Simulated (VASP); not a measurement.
Runs of VASP 6.6.1 on GaP. The structure is that of space group R-3m (No. 166), or close to it. The cells are those of the table. 

| cell | gap on the mesh (eV) | pressure (GPa) | largest force (eV/Å) |
| --- | --- | --- | --- |
| a = 6.841 Å, angles 34.4°, 4 atoms | 0.45 | (d) | 0.26 |
| a = 7.246 Å, angles 28.6°, 4 atoms | none | 4.3 | 1.12 |
| a = 6.266 Å, angles 33.2°, 4 atoms | 0.45 | 23.6 | 1.00 |
| a = 6.999 Å, angles 29.6°, 4 atoms | none | 7.1 | 1.12 |
| a = 6.393 Å, angles 38.3°, 4 atoms | none | -4.0 | 2.49 |
| a = 6.510 Å, angles 31.9°, 4 atoms | (c) | (a) | 0.86 |
| a = 7.113 Å, angles 34.3°, 4 atoms | none | -11.6 | 0.21 |
| a = 7.272 Å, angles 29.7°, 4 atoms | none | -3.7 | 0.66 |
| a = 7.083 Å, angles 33.2°, 4 atoms | (b) | -10.1 | 0.17 |

Alike in all rows: task single point; level LDA; potentials or basis VASP PAW LDA potentials, release 64 (Ga_d, P); no spin polarisation; k mesh 12 × 12 × 12; cutoff (eV) 520; smearing gaussian 0.05 eV.

Fill in the values left out.

(a) 16.4; (b) 0.37; (c) 0.29; (d) -8.2.

Caveats: the cell stands under tension (at least some runs); semilocal functionals underestimate gaps, so a narrow gap can read as zero (at least some runs); the cell stands under pressure (at least some runs); forces of over 1 eV/Å act on the atoms, so gaps and moduli don't describe the material at rest (at least some runs).

A k mesh can miss the band edges, and the runs leave out spin-orbit coupling on Ga.

A gap of «none» marks levels without a gap at the run's occupations.
